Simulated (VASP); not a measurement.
Wanted: the native input for a VASP 6.6.1 run.

- Task: single point
- Functional: PBE
- Potentials or basis: VASP PAW PBE potentials, release 64 (C, O, H)
- Cutoff: 520 eV
- k mesh: 2 × 2 × 1
- Occupations: gaussian, width 0.05 eV
- Spin: no spin polarisation
- Dipole correction: no
- Further INCAR settings: LREAL = Auto; ALGO = Normal; EDIFF = 1e-06; NBANDS = 56

The structure of H2C18O lies in POSCAR:

```
H2C18O
1.0
    7.3980000000      0.0000000000      0.0000000000
   -3.6990000000      6.4068560000      0.0000000000
    0.0000000000      0.0000000000     11.0000000000
C O H
18 1 2
Direct
    0.0122296308      0.0034854849      0.0650862727
    0.2348045975      0.1148216848      0.0651321818
    0.0114318582      0.3383370876      0.0648587273
    0.2356750082      0.4504284161      0.0650049091
    0.0136707252      0.6724936537      0.0650045455
    0.2333209941      0.7822732398      0.0651366364
    0.3445642558      0.0048970977      0.0652744545
    0.5689651335      0.1171092342      0.0654050909
    0.3469652797      0.3391457526      0.0650982727
    0.5666609410      0.4490258561      0.0651344545
    0.3455039113      0.6701002801      0.0651201818
    0.5681229382      0.7813788854      0.0652161818
    0.6803709799      0.0057368232      0.0653074545
    0.9001570637      0.1157096398      0.0650578182
    0.6789264211      0.3369342155      0.0651680000
    0.9016095739      0.4482196884      0.0648795455
    0.6780433485      0.6716414416      0.0651187273
    0.9023863241      0.7838064411      0.0650763636
    0.7957202593      0.2233196750      0.3911041818
    0.7156108520      0.2672590113      0.4401232727
    0.7173682219      0.1760503124      0.3157839091
```

The input as run:

INCAR

```
SYSTEM = H2C18O
PREC = Accurate ; ENCUT = 520
EDIFF = 1E-6 ; ISMEAR = 0
SIGMA = 0.05 ; LREAL = Auto
LASPH = .TRUE. ; NELM = 80
ALGO = Normal ; ISIF = 2
LWAVE = .FALSE. ; LCHARG = .TRUE.
GGA = PE ; LELF = .TRUE.
LVHAR = .TRUE. ; NBANDS = 56
```

KPOINTS

```
regular mesh
0
G
  2 2 1
  0 0 0
```

Potentials or basis: VASP PAW PBE potentials, release 64 (C, O, H).

Launch:

```sh
$ cat potpaw_PBE.64/C/POTCAR potpaw_PBE.64/O/POTCAR potpaw_PBE.64/H/POTCAR > POTCAR
$ mpirun -np 1 vasp_std > vasp.out
```

It gave:

The largest force is 0.132 eV/Å. The band gap on the k mesh is 0.22 eV, direct.

Caveat: the k points lie up to 0.49 Å⁻¹ apart.

It took 3 min on 1 thread of Intel(R) Xeon(R) 6975P-C (Granite Rapids), with other jobs on the host, peak memory 0.59 GiB.
